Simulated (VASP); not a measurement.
# Nb (Fm-3m) in VASP: a series of runs

The runs below take Nb through electric field gradients, with PBE.

Everything below comes from runs of VASP 6.6.1. Logs are shortened: lines on timing, memory, paths and dates and some standing lists are left out, and cuts for length are marked.

**1. The cell of the first run**

The structure is cubic, space group Fm-3m (No. 225). The conventional cell has a = 4.202 Å, b = 4.202 Å, c = 4.202 Å, α = 90.00°, β = 90.00°, γ = 90.00°. Within 3.9 Å of Nb (site symmetry m-3m) lie 12 Nb at 2.97 Å.

**2. Electric field gradients, PBE (volume scaled by 0.98)**

INCAR reads:

```
SYSTEM = Nb
PREC = Accurate
ENCUT = 520
EDIFF = 1E-8
ISMEAR = -1
SIGMA = 0.08
LREAL = .FALSE.
LASPH = .TRUE.
NELM = 60
ALGO = Normal
ISIF = 2
LWAVE = .FALSE.
LCHARG = .FALSE.
GGA = PE
LEFG = .TRUE.
NBANDS = 12
```

KPOINTS reads:

```
regular mesh
0
G
  13 13 13
  0 0 0
```

POSCAR reads:

```
Nb
1.0
    0.0000000000      2.1008049414      2.1008049414
    2.1008049414      0.0000000000      2.1008049414
    2.1008049414      2.1008049414      0.0000000000
Nb
1
Direct
    0.0000000000      0.0000000000      0.0000000000
```

Potentials or basis: VASP PAW PBE potentials, release 64 (Nb_sv).

Run with:

```console
> cat potpaw_PBE.64/Nb_sv/POTCAR > POTCAR
> mpirun -np 1 vasp_std > vasp.out
```

OUTCAR:

```text
SYSTEM = Nb
   PREC = Accurate
   ENCUT = 520
   EDIFF = 1E-8
   ISMEAR = -1
   LREAL = .FALSE.
   LASPH = .TRUE.
   NELM = 60
   ISIF = 2
   GGA = PE

 ion  position               nearest neighbor table
   1  0.000  0.000  0.000-

  LATTYP: Found a face centered cubic cell.
 ALAT       =     4.2016098828

  Lattice vectors:

 A1 = (   0.0000000000,   2.1008049414,   2.1008049414)
 A2 = (   2.1008049414,   0.0000000000,   2.1008049414)
 A3 = (   2.1008049414,   2.1008049414,   0.0000000000)

Analysis of symmetry for initial positions (statically):
=====================================================================
 Subroutine PRICEL returns:
 Original cell was already a primitive cell.

 Routine SETGRP: Setting up the symmetry group for a
 face centered cubic supercell.

 Subroutine GETGRP returns: Found 48 space group operations
 (whereof 48 operations were pure point group operations)
 out of a pool of 48 trial point group operations.

The static configuration has the point symmetry O_h .

Analysis of symmetry for dynamics (positions and initial velocities):
=====================================================================
 Subroutine PRICEL returns:
 Original cell was already a primitive cell.

 Routine SETGRP: Setting up the symmetry group for a
 face centered cubic supercell.

 Subroutine GETGRP returns: Found 48 space group operations
 (whereof 48 operations were pure point group operations)
 out of a pool of 48 trial point group operations.

The dynamic configuration has the point symmetry O_h .

 Subroutine INISYM returns: Found 48 space group operations
 (whereof 48 operations are pure point group operations),
 and found     1 'primitive' translations

----------------------------------------------------------------------------------------

                                     Primitive cell

  volume of cell :      18.5433

  direct lattice vectors                    reciprocal lattice vectors
     0.000000000  2.100804941  2.100804941    -0.238004010  0.238004010  0.238004010
     2.100804941  0.000000000  2.100804941     0.238004010 -0.238004010  0.238004010
     2.100804941  2.100804941  0.000000000     0.238004010  0.238004010 -0.238004010

  length of vectors
     2.970986840  2.970986840  2.970986840     0.412235037  0.412235037  0.412235037

  position of ions in fractional coordinates (direct lattice)
     0.000000000  0.000000000  0.000000000

  ion indices of the primitive-cell ions
   primitive index   ion index
                 1           1

----------------------------------------------------------------------------------------

 KPOINTS: regular mesh

Automatic generation of k-mesh.
 Grid dimensions read from file:
 generate k-points for:   13   13   13

 Generating k-lattice:

  Cartesian coordinates                     Fractional coordinates (reciprocal lattice)
    -0.018308001  0.018308001  0.018308001     0.076923077  0.000000000  0.000000000
     0.018308001 -0.018308001  0.018308001     0.000000000  0.076923077  0.000000000
     0.018308001  0.018308001 -0.018308001     0.000000000  0.000000000  0.076923077

  Length of vectors
     0.031710387  0.031710387  0.031710387

  Shift w.r.t. Gamma in fractional coordinates (k-lattice)
     0.000000000  0.000000000  0.000000000

 Subroutine IBZKPT returns following result:
 ===========================================

 Found     84 irreducible k-points:

 Following reciprocal coordinates:
            Coordinates               Weight
  0.000000  0.000000  0.000000      1.000000
  0.076923  0.000000  0.000000      8.000000
  0.153846  0.000000  0.000000      8.000000
  0.230769  0.000000  0.000000      8.000000
  0.307692  0.000000  0.000000      8.000000
  0.384615  0.000000  0.000000      8.000000
[... 16 lines left out ...]
  0.384615  0.153846  0.000000     24.000000
  0.461538  0.153846  0.000000     24.000000
 [... further k-points ...]
   k-points           NKPTS =     84   k-points in BZ     NKDIM =     84   number of bands    NBANDS=     12
   number of dos      NEDOS =    301   number of ions     NIONS =      1
   total plane-waves  NPLWV =  13824
   dimension x,y,z NGX =    24 NGY =   24 NGZ =   24
   dimension x,y,z NGXF=    48 NGYF=   48 NGZF=   48
   ions per type =               1
   NGX,Y,Z   is equivalent  to a cutoff of  13.43, 13.43, 13.43 a.u.
   NGXF,Y,Z  is equivalent  to a cutoff of  26.86, 26.86, 26.86 a.u.
 SYSTEM =  Nb
   PREC   = accura    normal or accurate (medium, high low for compatibility)
   ISTART =      0    job   : 0-new  1-cont  2-samecut
   ICHARG =      2    charge: 1-file 2-atom 10-const
   ISPIN  =      1    spin polarized calculation?
   LNONCOLLINEAR =      F non collinear calculations
   LSORBIT =      F    spin-orbit coupling
   LASPH  =      T    aspherical Exc in radial PAW
   ENCUT  =  520.0 eV  38.22 Ry    6.18 a.u.   5.52  5.52  5.52*2*pi/ulx,y,z
   NELM   =     60;   NELMIN=  2; NELMDL= -5     # of ELM steps
   EDIFF  = 0.1E-07   stopping-criterion for ELM
   LREAL  =      F    real-space projection
   EDIFFG = 0.1E-06   stopping-criterion for IOM
   NSW    =      0    number of steps for IOM
   IBRION =     -1    ionic relax: 0-MD 1-quasi-New 2-CG
   NFREE  =      0    steps in history (QN), initial steepest desc. (CG)
   ISIF   =      2    stress and relaxation
   ISYM   =      2    0-nonsym 1-usesym 2-fastsym
   POTIM  = 0.5000    time-step for ionic-motion
   TEBEG  =    0.0;   TEEND  =   0.0 temperature during run
   PSTRESS=    0.0 pullay stress
   NELECT =      13.0000    total number of electrons
   NUPDOWN=      -1.0000    fix difference up-down
   EMIN   =  10.00;   EMAX   =-10.00  energy-range for DOS
   EFERMI =   0.00;   METHOD = LEGACY
   ISMEAR =    -1;   SIGMA  =   0.08  broadening in eV -4-tet -1-fermi 0-gaus
   EFERMI_NEDOS =   21; number of points for ismear=-14 and -15
   IALGO  =     38    algorithm
   IMIX   =      4    mixing-type and parameters
     AMIX     =   0.40;   BMIX     =  1.00
     AMIX_MAG =   1.60;   BMIX_MAG =  1.00
  volume/ion in A,a.u.               =      18.54       125.14
  Fermi-wavevector in a.u.,A,eV,Ry     =   1.454321  2.748268 28.776989  2.115049
  Thomas-Fermi vector in A             =   2.571485
   LORBIT       =      0    0 simple, 1 ext, 2 COOP (PROOUT), +10 PAW based schemes
   GGA     = PE    functional components
[... 5 lines left out ...]
 non-spin polarized calculation
  energy-cutoff  :      520.00
  volume of cell :       18.54
 maximum number of plane-waves:       531
 NGX is ok and might be reduce to    24
   NGX = 11   NGY = 11   NGZ = 11

 number of electron      13.0000001 magnetization

 Free energy of the ion-electron system (eV)
  ---------------------------------------------------
  ext. energy  EPLUGINS =         0.00000000
  ---------------------------------------------------
  free energy    TOTEN  =        -9.90777619 eV

  energy without entropy =       -9.87496694  energy(sigma->0) =       -9.89137157

 E-fermi :  11.1186     XC(G=0): -12.3539

 val. band max:       11.1159068937   @ k =   0.4615   0.1538   0.0000
 cond. band min:      11.1253911847   @ k =   0.3846   0.2308   0.0000
 fundamental gap:      0.0094842911
 Fermi energy:        11.1186293319

 k-point     1 :       0.0000    0.0000    0.0000
  band No.  band energies     occupation
      1     -43.6497      2.00000
      2     -19.0144      2.00000
      3     -19.0144      2.00000
      4     -19.0144      2.00000
      5       4.8780      2.00000
      6      11.2283      0.40475
      7      11.2283      0.40475
      8      11.2283      0.40475
      9      13.8654      0.00000
     10      13.8654      0.00000
     11      22.9672      0.00000
     12      27.7974      0.00000

 k-point     2 :       0.0769    0.0000    0.0000
  band No.  band energies     occupation
      1     -43.6383      2.00000
      2     -19.0898      2.00000
      3     -19.0237      2.00000
      4     -19.0237      2.00000
      5       5.1006      2.00000
      6      11.0569      1.36752
      7      11.3297      0.13347
      8      11.3297      0.13347
      9      13.7757      0.00000
     10      13.7757      0.00000
     11      23.4130      0.00000
     12      26.9083      0.00000
[... 301 lines left out ...]
 k-point    23 :       0.3846    0.1538    0.0000
  band No.  band energies     occupation
      1     -43.4735      2.00000
      2     -19.9321      2.00000
      3     -19.2534      2.00000
      4     -19.2290      2.00000
      5       7.7873      2.00000
      6       9.8933      2.00000
      7      10.8611      1.92313
      8      12.1160      0.00001
      9      14.9844      0.00000
     10      15.5387      0.00000
     11      23.4092      0.00000
     12      25.8636      0.00000

 k-point    24 :       0.4615    0.1538    0.0000
  band No.  band energies     occupation
      1     -43.4419      2.00000
      2     -20.0935      2.00000
      3     -19.3133      2.00000
      4     -19.2387      2.00000
      5       7.8950      2.00000
      6      10.0997      1.99999
      7      11.1159      1.01701
      8      11.8774      0.00015
      9      15.9360      0.00000
     10      16.3593      0.00000
     11      22.0138      0.00000
     12      24.7165      0.00000

 [... further k-points ...]
[... 5 lines left out ...]
  --------------------------------------------------------------------------------------
  -------------------------------------------------------------------------------------
  Total        0.2251329      0.2251329      0.2251329     -0.0000000      0.0000000      0.0000000
  in kB       19.4519129     19.4519129     19.4519129     -0.0000000      0.0000000      0.0000000
  external PRESSURE =      19.4519129 kB  Pullay stress =       0.0000000 kB

 VOLUME and BASIS-vectors are now :
 -----------------------------------------------------------------------------
  energy-cutoff  :      520.00
  volume of cell :       18.54
      direct lattice vectors                 reciprocal lattice vectors
     0.000000000  2.100804941  2.100804941    -0.238004010  0.238004010  0.238004010
     2.100804941  0.000000000  2.100804941     0.238004010 -0.238004010  0.238004010
     2.100804941  2.100804941  0.000000000     0.238004010  0.238004010 -0.238004010

 POSITION                                       TOTAL-FORCE (eV/Angst)
 -----------------------------------------------------------------------------------
      0.00000      0.00000      0.00000         0.000000      0.000000      0.000000
 -----------------------------------------------------------------------------------
    total drift:                               -0.000000     -0.000000     -0.000000

  FREE ENERGIE OF THE ION-ELECTRON SYSTEM (eV)
  ---------------------------------------------------
  free  energy   TOTEN  =        -9.9077761883 eV

  energy  without entropy=       -9.8749669438  energy(sigma->0) =       -9.89137157

 Electric field gradients (V/A^2)
---------------------------------------------------------------------
 ion       V_xx      V_yy      V_zz      V_xy      V_xz      V_yz
---------------------------------------------------------------------
   1       0.000    -0.000     0.000    -0.000    -0.000    -0.000
---------------------------------------------------------------------

 Electric field gradients after diagonalization (V/A^2)
 (convention: |V_zz| > |V_xx| > |V_yy|)
----------------------------------------------------------------------
 ion       V_xx      V_yy      V_zz     asymmetry (V_yy - V_xx)/ V_zz
----------------------------------------------------------------------
   1       0.000     0.000    -0.000       0.000
----------------------------------------------------------------------

           NMR quadrupolar parameters

 Cq : quadrupolar parameter    Cq=e*Q*V_zz/h
 eta: asymmetry parameters     (V_yy - V_xx)/ V_zz
 Q  : nuclear electric quadrupole moment in mb (millibarn)
----------------------------------------------------------------------
 ion       Cq(MHz)       eta       Q (mb)
----------------------------------------------------------------------
   1      -0.000       0.000       1.000
----------------------------------------------------------------------
```

Run time: 9 s. Hardware: 1 thread of Intel Xeon 6975P-C, shared host; peak memory 0.15 GiB.

What came out:

| Property | Result |
| --- | --- |
| Free energy | -9.9078 eV |
| Pressure | 1.9 GPa |

Caveat: without QUAD_EFG the Cq values of the log hold for a quadrupole moment of 1 mb, not for the nuclei.

(Part 1 of 2 ends here.)
